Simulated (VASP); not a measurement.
# HfSiO4 (I4_1/amd) in VASP: single point with r2SCAN

Aim: the single point of HfSiO4 with r2SCAN.

Everything below comes from runs of VASP 6.6.1. Logs are shortened: lines on timing, memory, paths and dates and some standing lists are left out, and cuts for length are marked.

## (1) The cell of the first run

It takes space group I4_1/amd (No. 141, tetragonal). The conventional cell has a = 6.582 Å, b = 6.582 Å, c = 5.971 Å, α = 90.00°, β = 90.00°, γ = 90.00°. Within 2.8 Å of Hf (site symmetry -4m2) lie 8 O at 2.12 to 2.26 Å. Si (site symmetry -4m2) has 4 O at 1.62 Å within 2.2 Å. Within 2.2 Å of O (site symmetry m) lie 1 Si at 1.62 Å and 1 Hf at 2.12 Å.

## (2) Single point, r2SCAN

File POSCAR:

```
HfSiO4
1.0
   -3.2910276654      3.2910276654      2.9853816014
    3.2910276654     -3.2910276654      2.9853816014
    3.2910276654      3.2910276654     -2.9853816014
Hf Si O
2 2 8
Direct
    0.7500000000      0.2500000000      0.5000000000
    0.0000000000      0.0000000000      0.0000000000
    0.2500000000      0.7500000000      0.5000000000
    0.5000000000      0.5000000000      0.0000000000
    0.1352543246      0.3198599941      0.8153943305
    0.0698599941      0.7544656636      0.6846056695
    0.5044656636      0.3198599941      0.1846056695
    0.0698599941      0.3852543246      0.3153943305
    0.6147456754      0.9301400059      0.6846056695
    0.6801400059      0.8647456754      0.1846056695
    0.2455343364      0.9301400059      0.3153943305
    0.6801400059      0.4955343364      0.8153943305
```

File INCAR.step1:

```
PREC = Accurate ; ENCUT = 520
ISMEAR = 0 ; SIGMA = 0.01
LREAL = F ; LASPH = T
NELM = 100 ; NBANDS = 50
GGA = PE ; ALGO = Normal
EDIFF = 1E-4 ; LWAVE = T
LCHARG = F
```

File INCAR.step2:

```
PREC = Accurate ; ENCUT = 520
EDIFF = 1E-6 ; ISMEAR = 0
SIGMA = 0.01 ; LREAL = F
LASPH = T ; NELM = 100
ALGO = Normal ; ISIF = 2
LWAVE = F ; LCHARG = F
METAGGA = R2SCAN ; LMIXTAU = T
NBANDS = 50 ; ISTART = 1
```

File KPOINTS:

```
regular mesh
0
Gamma
  4 4 4
```

Potentials or basis: VASP PAW PBE potentials, release 64 (Hf_pv, Si, O).

On the command line:

```console
$ cat potpaw_PBE.64/Hf_pv/POTCAR potpaw_PBE.64/Si/POTCAR potpaw_PBE.64/O/POTCAR > POTCAR
$ cp INCAR.step1 INCAR
$ mpirun -np 1 vasp_std > vasp.out
$ cp INCAR.step2 INCAR
$ mpirun -np 1 vasp_std > vasp.out
```

OUTCAR:

```text
PREC = Accurate
   ENCUT = 520
   EDIFF = 1E-6
   ISMEAR = 0
   LREAL = F
   LASPH = T
   NELM = 100
   ISIF = 2
   METAGGA = R2SCAN
   ISTART = 1

 ion  position               nearest neighbor table
   1  0.750  0.250  0.500-   5 2.12   7 2.12  10 2.12  12 2.12   9 2.26   6 2.26   8 2.26  11 2.26
                             3 2.99   3 2.99   2 3.61   2 3.61   2 3.61   2 3.61
   2  0.000  0.000  0.000-   6 2.12   8 2.12   9 2.12  11 2.12   7 2.26  10 2.26   5 2.26  12 2.26
                             4 2.99   4 2.99   1 3.61   1 3.61   1 3.61   1 3.61
   3  0.250  0.750  0.500-   8 1.62   9 1.62   6 1.62  11 1.62   1 2.99   1 2.99
   4  0.500  0.500  0.000-   5 1.62  10 1.62   7 1.62  12 1.62   2 2.99   2 2.99
   5  0.135  0.320  0.815-   4 1.62   1 2.12   2 2.26
   6  0.070  0.754  0.685-   3 1.62   2 2.12   1 2.26
   7  0.504  0.320  0.185-   4 1.62   1 2.12   2 2.26
   8  0.070  0.385  0.315-   3 1.62   2 2.12   1 2.26
   9  0.615  0.930  0.685-   3 1.62   2 2.12   1 2.26
  10  0.680  0.865  0.185-   4 1.62   1 2.12   2 2.26
  11  0.246  0.930  0.315-   3 1.62   2 2.12   1 2.26
  12  0.680  0.496  0.815-   4 1.62   1 2.12   2 2.26

  LATTYP: Found a body centered tetragonal cell.
 ALAT       =     6.5820553308
 C/A-ratio  =     0.9071274705

  Lattice vectors:

 A1 = (  -3.2910276654,   3.2910276654,   2.9853816014)
 A2 = (   3.2910276654,  -3.2910276654,   2.9853816014)
 A3 = (   3.2910276654,   3.2910276654,  -2.9853816014)

Analysis of symmetry for initial positions (statically):
=====================================================================
 Subroutine PRICEL returns:
 Original cell was already a primitive cell.

 Routine SETGRP: Setting up the symmetry group for a
 body centered tetragonal supercell.

 Subroutine GETGRP returns: Found 16 space group operations
 (whereof  8 operations were pure point group operations)
 out of a pool of 16 trial point group operations.

The static configuration has the point symmetry D_2d.
 The point group associated with its full space group is D_4h.

Analysis of symmetry for dynamics (positions and initial velocities):
=====================================================================
 Subroutine PRICEL returns:
 Original cell was already a primitive cell.

 Routine SETGRP: Setting up the symmetry group for a
 body centered tetragonal supercell.

 Subroutine GETGRP returns: Found 16 space group operations
 (whereof  8 operations were pure point group operations)
 out of a pool of 16 trial point group operations.

The dynamic configuration has the point symmetry D_2d.
 The point group associated with its full space group is D_4h.

 Subroutine INISYM returns: Found 16 space group operations
 (whereof  8 operations are pure point group operations),
 and found     1 'primitive' translations

----------------------------------------------------------------------------------------

                                     Primitive cell

  volume of cell :     129.3370

  direct lattice vectors                    reciprocal lattice vectors
    -3.291027665  3.291027665  2.985381601     0.000000000  0.151928228  0.167482777
     3.291027665 -3.291027665  2.985381601     0.151928228  0.000000000  0.167482777
     3.291027665  3.291027665 -2.985381601     0.151928228  0.151928228  0.000000000

  length of vectors
     5.529396847  5.529396847  5.529396847     0.226125334  0.226125334  0.214858960

  position of ions in fractional coordinates (direct lattice)
     0.750000000  0.250000000  0.500000000
     0.000000000  0.000000000  0.000000000
     0.250000000  0.750000000  0.500000000
     0.500000000  0.500000000  0.000000000
     0.135254325  0.319859994  0.815394330
     0.069859994  0.754465664  0.684605670
     0.504465664  0.319859994  0.184605670
     0.069859994  0.385254325  0.315394330
     0.614745675  0.930140006  0.684605670
     0.680140006  0.864745675  0.184605670
     0.245534336  0.930140006  0.315394330
     0.680140006  0.495534336  0.815394330

  ion indices of the primitive-cell ions
   primitive index   ion index
                 1           1
                 2           2
                 3           3
                 4           4
                 5           5
                 6           6
                 7           7
                 8           8
                 9           9
                10          10
                11          11
                12          12

----------------------------------------------------------------------------------------

 KPOINTS: regular mesh

Automatic generation of k-mesh.
 Grid dimensions read from file:
 generate k-points for:    4    4    4

 Generating k-lattice:

  Cartesian coordinates                     Fractional coordinates (reciprocal lattice)
     0.000000000  0.037982057  0.041870694     0.250000000  0.000000000  0.000000000
     0.037982057  0.000000000  0.041870694     0.000000000  0.250000000  0.000000000
     0.037982057  0.037982057  0.000000000     0.000000000  0.000000000  0.250000000

  Length of vectors
     0.056531334  0.056531334  0.053714740

  Shift w.r.t. Gamma in fractional coordinates (k-lattice)
     0.000000000  0.000000000  0.000000000

 Subroutine IBZKPT returns following result:
 ===========================================

 Found     13 irreducible k-points:

 Following reciprocal coordinates:
            Coordinates               Weight
  0.000000  0.000000  0.000000      1.000000
  0.250000 -0.000000  0.000000      8.000000
  0.500000 -0.000000  0.000000      4.000000
  0.250000  0.250000  0.000000      8.000000
  0.500000  0.250000  0.000000     16.000000
 -0.250000  0.250000  0.000000      4.000000
  0.500000  0.500000  0.000000      2.000000
  0.250000  0.250000  0.250000      2.000000
 -0.250000  0.250000  0.250000      4.000000
  0.500000  0.500000  0.250000      4.000000
 -0.250000  0.500000  0.250000      8.000000
 -0.250000 -0.250000  0.250000      2.000000
  0.500000  0.500000  0.500000      1.000000
   k-points           NKPTS =     13   k-points in BZ     NKDIM =     13   number of bands    NBANDS=     50
   number of dos      NEDOS =    301   number of ions     NIONS =     12
   total plane-waves  NPLWV =  74088
   dimension x,y,z NGX =    42 NGY =   42 NGZ =   42
   dimension x,y,z NGXF=    84 NGYF=   84 NGZF=   84
   ions per type =               2   2   8
   NGX,Y,Z   is equivalent  to a cutoff of  12.63, 12.63, 12.63 a.u.
   NGXF,Y,Z  is equivalent  to a cutoff of  25.26, 25.26, 25.26 a.u.
 SYSTEM =  unknown system
   PREC   = accura    normal or accurate (medium, high low for compatibility)
   ISTART =      1    job   : 0-new  1-cont  2-samecut
   ICHARG =      0    charge: 1-file 2-atom 10-const
   ISPIN  =      1    spin polarized calculation?
   LNONCOLLINEAR =      F non collinear calculations
   LSORBIT =      F    spin-orbit coupling
   LASPH  =      T    aspherical Exc in radial PAW
   ENCUT  =  520.0 eV  38.22 Ry    6.18 a.u.  10.28 10.28 10.28*2*pi/ulx,y,z
   NELM   =    100;   NELMIN=  2; NELMDL=  0     # of ELM steps
   EDIFF  = 0.1E-05   stopping-criterion for ELM
   LREAL  =      F    real-space projection
   EDIFFG = 0.1E-04   stopping-criterion for IOM
   NSW    =      0    number of steps for IOM
   IBRION =     -1    ionic relax: 0-MD 1-quasi-New 2-CG
   NFREE  =      0    steps in history (QN), initial steepest desc. (CG)
   ISIF   =      2    stress and relaxation
   ISYM   =      2    0-nonsym 1-usesym 2-fastsym
   POTIM  = 0.5000    time-step for ionic-motion
   TEBEG  =    0.0;   TEEND  =   0.0 temperature during run
   PSTRESS=    0.0 pullay stress
   NELECT =      76.0000    total number of electrons
   NUPDOWN=      -1.0000    fix difference up-down
   EMIN   =  10.00;   EMAX   =-10.00  energy-range for DOS
   EFERMI =   0.00;   METHOD = LEGACY
   ISMEAR =     0;   SIGMA  =   0.01  broadening in eV -4-tet -1-fermi 0-gaus
   EFERMI_NEDOS =   21; number of points for ismear=-14 and -15
   IALGO  =     38    algorithm
   IMIX   =      4    mixing-type and parameters
     AMIX     =   0.40;   BMIX     =  1.00
     AMIX_MAG =   1.60;   BMIX_MAG =  1.00
  volume/ion in A,a.u.               =      10.78        72.73
  Fermi-wavevector in a.u.,A,eV,Ry     =   1.371213  2.591218 25.582032  1.880226
  Thomas-Fermi vector in A             =   2.496930
   LORBIT       =      0    0 simple, 1 ext, 2 COOP (PROOUT), +10 PAW based schemes
   METAGGA = R2SCAN    functional components
   LHFCALC =     F    Hartree Fock is set to
   AEXX    =    0.0000 exact exchange contribution
   IVDW    =     0    specifies the selected vdW correction
   LEPSILON=     F    determine dielectric tensor
   LRPA    =     F    only Hartree local field effects (RPA)
 non-spin polarized calculation
 Gauss-broadening in eV      SIGMA  =   0.01
  energy-cutoff  :      520.00
  volume of cell :      129.34
 maximum number of plane-waves:      3515
 NGX is ok and might be reduce to    42
   NGX = 21   NGY = 21   NGZ = 21

 number of electron      76.0000004 magnetization

 Free energy of the ion-electron system (eV)
  ---------------------------------------------------
  ext. energy  EPLUGINS =         0.00000000
  ---------------------------------------------------
  free energy    TOTEN  =      -197.64225096 eV

  energy without entropy =     -197.64225096  energy(sigma->0) =     -197.64225096

 E-fermi :   2.9823     XC(G=0): -11.7068

 val. band max:        2.8495935412   @ k =   0.0000   0.0000   0.0000
 cond. band min:       8.8114700329   @ k =   0.2500   0.2500   0.2500
 fundamental gap:      5.9618764917
 Fermi energy:         2.9822826205

 k-point     1 :       0.0000    0.0000    0.0000
  band No.  band energies     occupation
      1     -27.4379      2.00000
      2     -27.4379      2.00000
      3     -27.3788      2.00000
      4     -27.3605      2.00000
      5     -27.2575      2.00000
      6     -27.2575      2.00000
[... 42 lines left out ...]
     49      12.7816      0.00000
     50      13.4601      0.00000
[... 634 lines left out ...]
     49      13.3052      0.00000
     50      13.3052      0.00000

------------------------ aborting loop because EDIFF is reached ----------------------------------------

  FORCE on cell =-STRESS in cart. coord.  units (eV):
  Direction    XX          YY          ZZ          XY          YZ          ZX
  --------------------------------------------------------------------------------------
  -------------------------------------------------------------------------------------
  Total       -1.6055722     -1.6055722     -1.0529151      0.0000000      0.0000000      0.0000000
  in kB      -19.8892092    -19.8892092    -13.0431059      0.0000000      0.0000000      0.0000000
  external PRESSURE =     -17.6071748 kB  Pullay stress =       0.0000000 kB

 VOLUME and BASIS-vectors are now :
 -----------------------------------------------------------------------------
  energy-cutoff  :      520.00
  volume of cell :      129.34
      direct lattice vectors                 reciprocal lattice vectors
    -3.291027665  3.291027665  2.985381601     0.000000000  0.151928228  0.167482777
     3.291027665 -3.291027665  2.985381601     0.151928228  0.000000000  0.167482777
     3.291027665  3.291027665 -2.985381601     0.151928228  0.151928228  0.000000000

 POSITION                                       TOTAL-FORCE (eV/Angst)
 -----------------------------------------------------------------------------------
     -0.00000      3.29103      1.49269         0.000000      0.000000     -0.000000
      0.00000      0.00000      0.00000         0.000000      0.000000     -0.000000
      3.29103     -0.00000      1.49269         0.000000      0.000000     -0.000000
      0.00000      0.00000      2.98538         0.000000      0.000000     -0.000000
      3.29103      2.07594     -1.07557         0.000000     -0.156239     -0.154452
      4.50611      0.00000      0.41712         0.156239      0.000000     -0.154452
     -0.00000      1.21508      1.90981         0.000000      0.156239     -0.154452
      2.07594      0.00000      0.41712        -0.156239      0.000000     -0.154452
      3.29103      1.21508      2.56826         0.000000      0.156239      0.154452
      1.21508      0.00000      4.06095         0.156239      0.000000      0.154452
      3.29103     -1.21508      2.56826         0.000000     -0.156239      0.154452
      2.07594      3.29103      1.07557        -0.156239     -0.000000      0.154452
 -----------------------------------------------------------------------------------
    total drift:                               -0.000000     -0.000000      0.000000

  FREE ENERGIE OF THE ION-ELECTRON SYSTEM (eV)
  ---------------------------------------------------
  free  energy   TOTEN  =      -197.6422509605 eV

  energy  without entropy=     -197.6422509605  energy(sigma->0) =     -197.64225096
```

Run time: 5.4 min. Hardware: 1 thread of Intel Xeon Platinum 8488C (Sapphire Rapids), shared host; peak memory 0.32 GiB.

Results:

```
Free energy            : -197.6423 eV
Pressure               : -1.8 GPa
Largest force          : 0.220 eV/Å
Band gap on the k mesh : 5.96 eV, indirect (least direct gap 6.31 eV)
```

Forces in eV/Å, atoms in the order of the input:
```
Hf   0.000  0.000  0.000
Hf   0.000  0.000  0.000
Si   0.000  0.000  0.000
Si   0.000  0.000  0.000
O    0.000 -0.156 -0.154
O    0.156  0.000 -0.154
O    0.000  0.156 -0.154
O   -0.156  0.000 -0.154
O    0.000  0.156  0.154
O    0.156  0.000  0.154
O    0.000 -0.156  0.154
O   -0.156  0.000  0.154
```

Stress tensor (GPa, compression positive):
```
-1.99  0.00  0.00
 0.00 -1.99  0.00
 0.00  0.00 -1.30
```

Caveat: the PAW data sets were made with another functional, which shifts forces and pressure a little; spin-orbit coupling is left out, which moves the levels of the heavy elements. r2SCAN opens gaps a little over a GGA but as a rule still falls short of measured ones.
